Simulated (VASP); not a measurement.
# SiC4 (I4/m) in VASP: further runs

Runs on SiC4. Level: PBE. Tasks: single point.

Everything below comes from runs of VASP 6.6.1. Logs are shortened: lines on timing, memory, paths and dates and some standing lists are left out, and cuts for length are marked.

## 1. The cell of the first run

Symmetry: I4/m, No. 87, tetragonal system. The conventional cell has a = 5.945 Å, b = 5.945 Å, c = 3.760 Å, α = 90.00°, β = 90.00°, γ = 90.00°. Si (site symmetry 4/m) has 12 C at 2.66 Å within 3.5 Å. C (site symmetry m) has 9 C at 2.66 Å and 3 Si at 2.66 Å within 3.5 Å.

## 2. Single point, PBE

INCAR

```
PREC = Accurate
ENCUT = 520
EDIFF = 1E-6
ISMEAR = 0
SIGMA = 0.1
LREAL = F
LASPH = T
NELM = 60
ALGO = Normal
ISIF = 2
LWAVE = F
LCHARG = F
GGA = PE
NBANDS = 18
```

KPOINTS

```
Automatic mesh
0
Gamma
  6 6 6
```

POSCAR

```
SiC4
1.0
   -2.9726274300      2.9726274300      1.8800546600
    2.9726274300     -2.9726274300      1.8800546600
    2.9726274300      2.9726274300     -1.8800546600
Si C
1 4
Direct
    0.0000000000      0.0000000000      0.0000000000
    0.6000000000      0.8000000000      0.4000000000
    0.4000000000      0.2000000000      0.6000000000
    0.8000000000      0.4000000000      0.2000000000
    0.2000000000      0.6000000000      0.8000000000
```

Potentials or basis: VASP PAW PBE potentials, release 64 (Si, C).

Run with:

```sh
$ cat potpaw_PBE.64/Si/POTCAR potpaw_PBE.64/C/POTCAR > POTCAR
$ mpirun -np 1 vasp_std > vasp.out
```

OUTCAR:

```text
PREC = Accurate
   ENCUT = 520
   EDIFF = 1E-6
   ISMEAR = 0
   LREAL = F
   LASPH = T
   NELM = 60
   ISIF = 2
   GGA = PE

 ion  position               nearest neighbor table
   1  0.000  0.000  0.000-
   2  0.600  0.800  0.400-
   3  0.400  0.200  0.600-
   4  0.800  0.400  0.200-
   5  0.200  0.600  0.800-

  LATTYP: Found a body centered tetragonal cell.
 ALAT       =     5.9452548600
 C/A-ratio  =     0.6324555311

  Lattice vectors:

 A1 = (  -2.9726274300,   2.9726274300,   1.8800546600)
 A2 = (   2.9726274300,  -2.9726274300,   1.8800546600)
 A3 = (   2.9726274300,   2.9726274300,  -1.8800546600)

Analysis of symmetry for initial positions (statically):
=====================================================================
 Subroutine PRICEL returns:
 Original cell was already a primitive cell.

 Routine SETGRP: Setting up the symmetry group for a
 body centered tetragonal supercell.

 Subroutine GETGRP returns: Found  8 space group operations
 (whereof  8 operations were pure point group operations)
 out of a pool of 16 trial point group operations.

The static configuration has the point symmetry C_4h.

Analysis of symmetry for dynamics (positions and initial velocities):
=====================================================================
 Subroutine PRICEL returns:
 Original cell was already a primitive cell.

 Routine SETGRP: Setting up the symmetry group for a
 body centered tetragonal supercell.

 Subroutine GETGRP returns: Found  8 space group operations
 (whereof  8 operations were pure point group operations)
 out of a pool of 16 trial point group operations.

The dynamic configuration has the point symmetry C_4h.

 Subroutine INISYM returns: Found  8 space group operations
 (whereof  8 operations are pure point group operations),
 and found     1 'primitive' translations

----------------------------------------------------------------------------------------

                                     Primitive cell

  volume of cell :      66.4525

  direct lattice vectors                    reciprocal lattice vectors
    -2.972627430  2.972627430  1.880054660     0.000000000  0.168201368  0.265949714
     2.972627430 -2.972627430  1.880054660     0.168201368  0.000000000  0.265949714
     2.972627430  2.972627430 -1.880054660     0.168201368  0.168201368  0.000000000

  length of vectors
     4.605174611  4.605174611  4.605174611     0.314675946  0.314675946  0.237872656

  position of ions in fractional coordinates (direct lattice)
     0.000000000  0.000000000  0.000000000
     0.600000000  0.800000000  0.400000000
     0.400000000  0.200000000  0.600000000
     0.800000000  0.400000000  0.200000000
     0.200000000  0.600000000  0.800000000

  ion indices of the primitive-cell ions
   primitive index   ion index
                 1           1
                 2           2
                 3           3
                 4           4
                 5           5

----------------------------------------------------------------------------------------

 KPOINTS: Automatic mesh

Automatic generation of k-mesh.
 Grid dimensions read from file:
 generate k-points for:    6    6    6

 Generating k-lattice:

  Cartesian coordinates                     Fractional coordinates (reciprocal lattice)
     0.000000000  0.028033561  0.044324952     0.166666667  0.000000000  0.000000000
     0.028033561  0.000000000  0.044324952     0.000000000  0.166666667  0.000000000
     0.028033561  0.028033561  0.000000000     0.000000000  0.000000000  0.166666667

  Length of vectors
     0.052445991  0.052445991  0.039645443

  Shift w.r.t. Gamma in fractional coordinates (k-lattice)
     0.000000000  0.000000000  0.000000000

 Subroutine IBZKPT returns following result:
 ===========================================

 Found     36 irreducible k-points:

 Following reciprocal coordinates:
            Coordinates               Weight
  0.000000  0.000000  0.000000      1.000000
  0.166667  0.000000 -0.000000      8.000000
  0.333333  0.000000 -0.000000      8.000000
  0.500000  0.000000 -0.000000      4.000000
  0.166667  0.166667 -0.000000      8.000000
  0.333333  0.166667 -0.000000      8.000000
[... 16 lines left out ...]
 -0.333333  0.333333 -0.166667      4.000000
 -0.166667  0.333333  0.166667      8.000000
 [... further k-points ...]
   k-points           NKPTS =     36   k-points in BZ     NKDIM =     36   number of bands    NBANDS=     18
   number of dos      NEDOS =    301   number of ions     NIONS =      5
   total plane-waves  NPLWV =  46656
   dimension x,y,z NGX =    36 NGY =   36 NGZ =   36
   dimension x,y,z NGXF=    72 NGYF=   72 NGZF=   72
   ions per type =               1   4
   NGX,Y,Z   is equivalent  to a cutoff of  13.00, 13.00, 13.00 a.u.
   NGXF,Y,Z  is equivalent  to a cutoff of  25.99, 25.99, 25.99 a.u.
 SYSTEM =  unknown system
   PREC   = accura    normal or accurate (medium, high low for compatibility)
   ISTART =      0    job   : 0-new  1-cont  2-samecut
   ICHARG =      2    charge: 1-file 2-atom 10-const
   ISPIN  =      1    spin polarized calculation?
   LNONCOLLINEAR =      F non collinear calculations
   LSORBIT =      F    spin-orbit coupling
   LASPH  =      T    aspherical Exc in radial PAW
   ENCUT  =  520.0 eV  38.22 Ry    6.18 a.u.   8.56  8.56  8.56*2*pi/ulx,y,z
   NELM   =     60;   NELMIN=  2; NELMDL= -5     # of ELM steps
   EDIFF  = 0.1E-05   stopping-criterion for ELM
   LREAL  =      F    real-space projection
   EDIFFG = 0.1E-04   stopping-criterion for IOM
   NSW    =      0    number of steps for IOM
   IBRION =     -1    ionic relax: 0-MD 1-quasi-New 2-CG
   NFREE  =      0    steps in history (QN), initial steepest desc. (CG)
   ISIF   =      2    stress and relaxation
   ISYM   =      2    0-nonsym 1-usesym 2-fastsym
   POTIM  = 0.5000    time-step for ionic-motion
   TEBEG  =    0.0;   TEEND  =   0.0 temperature during run
   PSTRESS=    0.0 pullay stress
   NELECT =      20.0000    total number of electrons
   NUPDOWN=      -1.0000    fix difference up-down
   EMIN   =  10.00;   EMAX   =-10.00  energy-range for DOS
   EFERMI =   0.00;   METHOD = LEGACY
   ISMEAR =     0;   SIGMA  =   0.10  broadening in eV -4-tet -1-fermi 0-gaus
   EFERMI_NEDOS =   21; number of points for ismear=-14 and -15
   IALGO  =     38    algorithm
   IMIX   =      4    mixing-type and parameters
     AMIX     =   0.40;   BMIX     =  1.00
     AMIX_MAG =   1.60;   BMIX_MAG =  1.00
  volume/ion in A,a.u.               =      13.29        89.69
  Fermi-wavevector in a.u.,A,eV,Ry     =   1.097104  2.073225 16.376470  1.203637
  Thomas-Fermi vector in A             =   2.233458
   LORBIT       =      0    0 simple, 1 ext, 2 COOP (PROOUT), +10 PAW based schemes
   GGA     = PE    functional components
   LHFCALC =     F    Hartree Fock is set to
   AEXX    =    0.0000 exact exchange contribution
   IVDW    =     0    specifies the selected vdW correction
   LEPSILON=     F    determine dielectric tensor
   LRPA    =     F    only Hartree local field effects (RPA)
 non-spin polarized calculation
 Gauss-broadening in eV      SIGMA  =   0.10
  energy-cutoff  :      520.00
  volume of cell :       66.45
 maximum number of plane-waves:      1810
 NGX is ok and might be reduce to    36
   NGX = 17   NGY = 17   NGZ = 17

 number of electron      20.0000000 magnetization

 Free energy of the ion-electron system (eV)
  ---------------------------------------------------
  ext. energy  EPLUGINS =         0.00000000
  ---------------------------------------------------
  free energy    TOTEN  =       -21.65973773 eV

  energy without entropy =      -21.64679843  energy(sigma->0) =      -21.65326808

 E-fermi :   3.5483     XC(G=0): -10.3190

 val. band max:        3.5445875438   @ k =  -0.3333   0.5000  -0.0000
 cond. band min:       3.5695255405   @ k =  -0.1667  -0.3333   0.0000
 fundamental gap:      0.0249379968
 Fermi energy:         3.5482938293

 k-point     1 :       0.0000    0.0000    0.0000
  band No.  band energies     occupation
      1      -9.7030      2.00000
      2      -4.1321      2.00000
      3      -4.0918      2.00000
      4      -4.0918      2.00000
      5      -1.4349      2.00000
      6       1.4748      2.00000
[... 10 lines left out ...]
     17       5.6426      0.00000
     18       9.4117      0.00000

 k-point     2 :       0.1667    0.0000   -0.0000
  band No.  band energies     occupation
      1      -9.3670      2.00000
      2      -4.6892      2.00000
      3      -4.3117      2.00000
      4      -3.7061      2.00000
      5      -1.3052      2.00000
      6       0.4623      2.00000
[... 10 lines left out ...]
     17       6.3174      0.00000
     18       8.9291      0.00000

 k-point     3 :       0.3333    0.0000   -0.0000
  band No.  band energies     occupation
      1      -8.3813      2.00000
      2      -5.0690      2.00000
      3      -4.9314      2.00000
      4      -4.2478      2.00000
      5      -2.2031      2.00000
      6      -0.7329      2.00000
[... 10 lines left out ...]
     17       6.7065      0.00000
     18       8.6348      0.00000

 k-point     4 :       0.5000    0.0000   -0.0000
  band No.  band energies     occupation
      1      -7.0256      2.00000
      2      -6.5915      2.00000
      3      -4.9881      2.00000
      4      -4.4204      2.00000
      5      -2.6416      2.00000
      6      -1.2661      2.00000
[... 10 lines left out ...]
     17       6.7914      0.00000
     18       8.8449      0.00000

 k-point     5 :       0.1667    0.1667   -0.0000
  band No.  band energies     occupation
      1      -8.5657      2.00000
      2      -4.9442      2.00000
      3      -4.6046      2.00000
      4      -4.1756      2.00000
      5      -1.9463      2.00000
      6      -0.4283      2.00000
[... 10 lines left out ...]
     17       6.6616      0.00000
     18       8.7370      0.00000

 k-point     6 :       0.3333    0.1667   -0.0000
  band No.  band energies     occupation
      1      -7.1997      2.00000
      2      -6.1259      2.00000
      3      -5.3800      2.00000
      4      -4.4818      2.00000
      5      -2.6155      2.00000
      6      -0.4496      2.00000
[... 10 lines left out ...]
     17       6.6450      0.00000
     18       8.9393      0.00000

 k-point     7 :      -0.1667   -0.3333    0.0000
  band No.  band energies     occupation
      1      -7.1987      2.00000
      2      -6.1415      2.00000
      3      -5.3220      2.00000
      4      -4.5640      2.00000
      5      -2.4631      2.00000
      6      -0.9960      2.00000
[... 10 lines left out ...]
     17       6.7879      0.00000
     18       8.8665      0.00000

 k-point     8 :       0.5000    0.1667   -0.0000
  band No.  band energies     occupation
      1      -7.8367      2.00000
      2      -5.9333      2.00000
      3      -5.2360      2.00000
      4      -4.2314      2.00000
      5      -2.6265      2.00000
      6       0.2207      2.00000
[... 10 lines left out ...]
     17       6.7213      0.00000
     18       8.7106      0.00000
[... 229 lines left out ...]
     17       6.7134      0.00000
     18       9.1412      0.00000

 k-point    20 :      -0.1667    0.1667    0.1667
  band No.  band energies     occupation
      1      -9.3188      2.00000
      2      -5.4081      2.00000
      3      -4.8353      2.00000
      4      -3.2564      2.00000
      5      -1.1020      2.00000
      6       0.7819      2.00000
[... 10 lines left out ...]
     17       6.7290      0.00000
     18       9.1402      0.00000

 k-point    21 :       0.3333    0.3333    0.1667
  band No.  band energies     occupation
      1      -7.1939      2.00000
      2      -7.0790      2.00000
      3      -4.9601      2.00000
      4      -4.4097      2.00000
      5      -1.8561      2.00000
      6       0.4446      2.00000
[... 10 lines left out ...]
     17       6.5745      0.00000
     18       9.1020      0.00000

 k-point    22 :      -0.3333    0.3333    0.1667
  band No.  band energies     occupation
      1      -8.7507      2.00000
      2      -6.5910      2.00000
      3      -4.6930      2.00000
      4      -3.3915      2.00000
      5      -1.3697      2.00000
      6       0.5340      2.00000
[... 10 lines left out ...]
     17       6.3485      0.00000
     18       8.6862      0.00000

 k-point    23 :      -0.3333    0.3333   -0.1667
  band No.  band energies     occupation
      1      -8.7495      2.00000
      2      -6.6095      2.00000
      3      -4.5908      2.00000
      4      -3.4901      2.00000
      5      -1.5482      2.00000
      6       0.7861      2.00000
[... 10 lines left out ...]
     17       6.8911      0.00000
     18       8.8070      0.00000

 k-point    24 :      -0.1667    0.3333    0.1667
  band No.  band energies     occupation
      1      -8.6111      2.00000
      2      -5.7712      2.00000
      3      -5.2149      2.00000
      4      -3.8471      2.00000
      5      -2.1177      2.00000
      6       0.8270      2.00000
[... 10 lines left out ...]
     17       6.4008      0.00000
     18       8.6128      0.00000

 [... further k-points ...]

------------------------ aborting loop because EDIFF is reached ----------------------------------------

  FORCE on cell =-STRESS in cart. coord.  units (eV):
  Direction    XX          YY          ZZ          XY          YZ          ZX
  --------------------------------------------------------------------------------------
  -------------------------------------------------------------------------------------
  Total      -11.5332047    -11.5332047    -11.1531085      0.0000001      0.0000000      0.0000000
  in kB     -278.0668083   -278.0668083   -268.9026494      0.0000016      0.0000000      0.0000000
  external PRESSURE =    -275.0120887 kB  Pullay stress =       0.0000000 kB

 VOLUME and BASIS-vectors are now :
 -----------------------------------------------------------------------------
  energy-cutoff  :      520.00
  volume of cell :       66.45
      direct lattice vectors                 reciprocal lattice vectors
    -2.972627430  2.972627430  1.880054660     0.000000000  0.168201368  0.265949714
     2.972627430 -2.972627430  1.880054660     0.168201368  0.000000000  0.265949714
     2.972627430  2.972627430 -1.880054660     0.168201368  0.168201368  0.000000000

 POSITION                                       TOTAL-FORCE (eV/Angst)
 -----------------------------------------------------------------------------------
      0.00000      0.00000      0.00000        -0.000000      0.000000     -0.000000
      1.78358      0.59453      1.88005        -0.300896      0.180860     -0.000000
      1.18905      2.37810      0.00000         0.300896     -0.180860      0.000000
     -0.59453      1.78358      1.88005        -0.180860     -0.300896     -0.000000
      3.56715      1.18905      0.00000         0.180860      0.300896      0.000000
 -----------------------------------------------------------------------------------
    total drift:                                0.000000      0.000000      0.000000

  FREE ENERGIE OF THE ION-ELECTRON SYSTEM (eV)
  ---------------------------------------------------
  free  energy   TOTEN  =       -21.6597377340 eV

  energy  without entropy=      -21.6467984276  energy(sigma->0) =      -21.65326808
```

It took 52 s on 1 thread of Intel Xeon 8259CL, shared host; peak memory 0.21 GiB.

Results:

```
Free energy            : -21.6597 eV
Pressure               : -27.5 GPa
Largest force          : 0.351 eV/Å
Band gap on the k mesh : zero (bands 10 and 11 overlap by 2.05 eV)
```

Forces in eV/Å, atoms in the order of the input:
```
Si   0.000  0.000  0.000
C   -0.301  0.181  0.000
C    0.301 -0.181  0.000
C   -0.181 -0.301  0.000
C    0.181  0.301  0.000
```

Levels at points of the mesh, in eV from the Fermi level:
```tsv
k point	band 8	band 9	band 10	band 11	band 12	band 13
(0.00, 0.00, 0.00)	-2.06	-0.92	-0.92	-0.74	-0.57	0.29
(0.50, 0.00, 0.00)	-2.57	-0.60	-0.47	0.26	0.41	1.83
(0.50, 0.50, 0.00)	-1.95	-1.94	-1.62	1.34	1.41	1.43
(0.50, 0.50, 0.50)	-0.07	-0.07	1.30	1.30	1.41	1.54
```

Caveat: the cell stands under tension.

[end of part 1 of 2]
